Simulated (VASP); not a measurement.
Wanted: the native input for a VASP 6.6.1 run.

- Task: relaxation of cell and atoms
- Functional: r2SCAN
- Dispersion: rVV10
- Potentials or basis: VASP PAW PBE potentials, release 64 (Te, Sn_d)
- Cutoff: 600 eV
- k mesh: 7 × 7 × 7
- Occupations: fermi-dirac, width 0.05 eV
- Spin: no spin polarisation
- Dipole correction: no
- Further INCAR settings: ALGO = Normal; EDIFF = 1e-07; IBRION = 2; EDIFFG = -0.01; NSW = 60; ISIF = 3

The system is SnTe.

```
Te Sn
1.0
     0.00000    3.61115    3.61115
     3.61115    0.00000    3.61115
     3.61115    3.61115    0.00000
Te Sn
1 1
Cartesian
  1.8056 1.8056 1.8056
  0.0000 0.0000 0.0000
```

The input as run:

POSCAR

```
SnTe
1.0
    0.0000000000      3.6111460000      3.6111460000
    3.6111460000      0.0000000000      3.6111460000
    3.6111460000      3.6111460000      0.0000000000
Te Sn
1 1
Direct
    0.2500000000      0.2500000000      0.2500000000
    0.0000000000      0.0000000000      0.0000000000
```

INCAR.step1

```
PREC = Accurate ; ENCUT = 600
ISMEAR = -1 ; SIGMA = 0.05
LREAL = F ; LASPH = T
NELM = 60 ; GGA = PE
ALGO = Normal ; EDIFF = 1E-4
LWAVE = T ; LCHARG = F
```

INCAR.step2

```
PREC = Accurate ; ENCUT = 600
EDIFF = 1E-7 ; ISMEAR = -1
SIGMA = 0.05 ; LREAL = F
LASPH = T ; NELM = 60
ALGO = Normal ; ISIF = 3
LWAVE = F ; LCHARG = F
METAGGA = R2SCAN ; LMIXTAU = T
LUSE_VDW = T ; IVDW_NL = 2
BPARAM = 11.95 ; CPARAM = 0.0093
IBRION = 2 ; NSW = 60
EDIFFG = -0.01 ; ISTART = 1
```

KPOINTS

```
Automatic mesh
0
Gamma
  7 7 7
```

Potentials or basis: VASP PAW PBE potentials, release 64 (Te, Sn_d).

Launch:

```sh
$ cat potpaw_PBE.64/Te/POTCAR potpaw_PBE.64/Sn_d/POTCAR > POTCAR
$ cp INCAR.step1 INCAR
$ mpirun -np 1 vasp_std > vasp.out
$ cp INCAR.step2 INCAR
$ mpirun -np 1 vasp_std > vasp.out
```

Results of the run:

```json
{
 "Relaxed volume": "45.22 Å³/atom",
 "Relaxed cell": "a = 5.038 Å, b = 5.038 Å, c = 5.038 Å, α = 60.00°, β = 60.00°, γ = 60.00°",
 "Space group after relaxing (to 0.1 Å)": "F-43m (No. 216)",
 "Energy gained by relaxing": "6.3 meV/atom",
 "Ionic steps": "3",
 "Pressure after relaxing": "0.0 GPa",
 "Band gap on the k mesh": "0.25 eV (least direct gap 0.84 eV)"
}
```

Caveat: semilocal functionals underestimate gaps, and a narrow one can read as zero; the PAW data sets were made with another functional, which shifts forces and pressure a little; spin-orbit coupling is left out, which moves the levels of the heavy elements; an odd mesh through Γ misses points on the zone boundary, where band edges can lie.

Wall time 17 min on 1 thread of Intel(R) Xeon(R) Platinum 8488C (Sapphire Rapids) (shared host), peak memory 0.57 GiB.
